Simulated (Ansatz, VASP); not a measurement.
**One calculation of Pt, two programs**

```
CELL_PARAMETERS angstrom
0.00000 2.17565 1.69918
2.17565 0.00000 1.69918
2.17565 2.17565 0.00000
ATOMIC_POSITIONS crystal
Pt 0.00000 0.00000 0.00000
```

Alike in both runs: task single point; functional LDA; k mesh 22 × 22 × 22; occupations gaussian, width 0.15 eV; no spin polarisation.

|  | VASP | Ansatz |
| --- | --- | --- |
| version | VASP 6.6.1 | Ansatz 0.2.0 |
| potentials or method | VASP PAW LDA potentials, release 64 (Pt), cutoff 520 eV | scalar-relativistic, plane waves, PAW |
| valence electrons in the cell | 10 | 18 |

VASP gave:

* gap on the k mesh at the Fermi level (eV): none
* pressure (GPa): -18.1
* traceless stress, the component that is largest in VASP (GPa): 3.79

Q: What did Ansatz give for the same quantities?

A: gap on the k mesh at the Fermi level (eV): none; pressure (GPa): -18.7; traceless stress, the component that is largest in VASP (GPa): 3.80.

LDA's correlation is that of Perdew and Zunger in VASP and of Perdew and Wang (1992) in Ansatz. A gap of «none» marks a metal or a gap that the smearing closes. VASP's potentials hold 10 valence electrons a cell and Ansatz's 18, so a difference there can come from the potentials and not from the codes.

Spin-orbit coupling is off throughout.
